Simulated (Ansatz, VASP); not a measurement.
**One calculation of CsH, two programs**

The input INCAR:

```
PREC = Accurate
ENCUT = 520
EDIFF = 1E-6
ISMEAR = 0
SIGMA = 0.02
LREAL = False
LASPH = True
NELM = 80
ALGO = Normal
ISIF = 2
LWAVE = False
LCHARG = False
NBANDS = 18
```

KPOINTS

```
regular mesh
0
Gamma
  6 6 6
```

File POSCAR:

```
CsH
1.0
    3.0511182201      3.0511182201      0.0000000000
   -3.0511182201      3.0511182201      0.0000000000
    0.0000000000      0.0000000000      6.1022364402
Cs H
2 2
Direct
    0.0000000000      0.0000000000      0.0000000000
    0.5000000000      0.5000000000      0.5000000000
    0.5000000000      0.5000000000      0.0000000000
    0.0000000000      0.0000000000      0.5000000000
```

Input for Ansatz:

```yaml
crystal:
  lattice:
    - [3.0511182201, 3.0511182201, 0.0]
    - [-3.0511182201, 3.0511182201, 0.0]
    - [0.0, 0.0, 6.1022364402]
  atoms:
    - { symbol: Cs, position: [0.0, 0.0, 0.0] }
    - { symbol: Cs, position: [0.5, 0.5, 0.5] }
    - { symbol: H, position: [0.5, 0.5, 0.0] }
    - { symbol: H, position: [0.0, 0.0, 0.5] }
basis:
  ecutwfc: 420
kpoints:
  mp_grid: { grid: [6, 6, 6] }
  band_path: { path: [VBM, CBM], npoints: 2 }
hamiltonian:
  xc: lda
scf:
  occupations: { method: gaussian, width: 0.02 }
output:
  forces: true
  stress: true
  eigenvalues: true
checkpoint:
  read: start.run
  write: ck
  compress: false
  write_wavefunctions: false
  write_every: 100000
```

Alike in both runs: task single point; functional LDA; k mesh 6 × 6 × 6; occupations gaussian, width 0.02 eV; no spin polarisation.

|  | VASP | Ansatz |
| --- | --- | --- |
| version | VASP 6.6.1 | Ansatz 0.2.0 |
| potentials or method | VASP PAW LDA potentials, release 64 (Cs_sv, H), cutoff 520 eV | scalar-relativistic, plane waves, PAW |
| valence electrons in the cell | 20 | 20 |

VASP gave:

| Property | Result |
| --- | --- |
| gap on the k mesh at the Fermi level (eV) | 1.73 |
| least direct gap on the mesh (eV) | 1.73 |
| pressure (GPa) | 0.0 |

Question: Which values does Ansatz return?

Answer: gap on the k mesh at the Fermi level (eV): 1.75; least direct gap on the mesh (eV): 1.75; pressure (GPa): 0.0.

LDA's correlation is that of Perdew and Zunger in VASP and of Perdew and Wang (1992) in Ansatz.

Spin-orbit coupling is off throughout.
